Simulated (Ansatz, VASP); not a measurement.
**Ta in VASP and in Ansatz**

Contents of INCAR:

```
SYSTEM = Ta
ALGO = Normal ; EDIFF = 1E-6
ENCUT = 520 ; GGA = PE
ISIF = 2 ; ISMEAR = -1
LASPH = .True. ; LCHARG = .False.
LREAL = .False. ; LWAVE = .False.
NBANDS = 12 ; NELM = 100
PREC = Accurate ; SIGMA = 0.05
```

File KPOINTS:

```
k-points
0
Gamma
  14 14 14
  0 0 0
```

The input POSCAR:

```
Ta
1.0
    0.0000000000      2.1113233634      2.1113233634
    2.1113233634      0.0000000000      2.1113233634
    2.1113233634      2.1113233634      0.0000000000
Ta
1
Direct
    0.0000000000      0.0000000000      0.0000000000
```

Input for Ansatz:

```yaml
crystal:
  lattice:
    - [0.0, 2.1113233634, 2.1113233634]
    - [2.1113233634, 0.0, 2.1113233634]
    - [2.1113233634, 2.1113233634, 0.0]
  atoms:
    - { symbol: Ta, position: [0.0, 0.0, 0.0] }
kpoints:
  mp_grid: { grid: [14, 14, 14] }
  band_path:
    path:
      - [0.0, 0.0, 0.0]
      - [0.5, 0.0, 0.5]
      - [0.625, 0.25, 0.625]
      - [0.375, 0.375, 0.75]
      - [0.0, 0.0, 0.0]
      - [0.5, 0.5, 0.5]
      - [0.5, 0.25, 0.75]
      - [0.5, 0.0, 0.5]
    npoints: 5
scf:
  occupations: { method: fermi_dirac, width: 0.05 }
hamiltonian:
  xc: pbe
  pseudopotentials:
    kind: all_electron
    lapw: { basis_error: 0.001 }
    relativity: none
output:
  forces: true
  stress: true
  eigenvalues: true
```

Alike in both runs: task single point; functional PBE; k mesh 14 × 14 × 14; occupations fermi-dirac, width 0.05 eV; no spin polarisation.

|  | VASP | Ansatz |
| --- | --- | --- |
| version | VASP 6.6.1 | Ansatz 0.2.0 |
| potentials or method | VASP PAW PBE potentials, release 64 (Ta_pv), cutoff 520 eV | all-electron LAPW, non-relativistic |

Ansatz gave:

```
pressure (GPa) : 7.8
```

Problem. What did VASP give for the same quantities?

Solution. Pressure (GPa): 0.0.

One of these differences is far larger than is usual between the two programs; its cause wasn't traced. Ansatz ran all-electron here, and VASP with PAW potentials.

Spin-orbit coupling is off throughout.
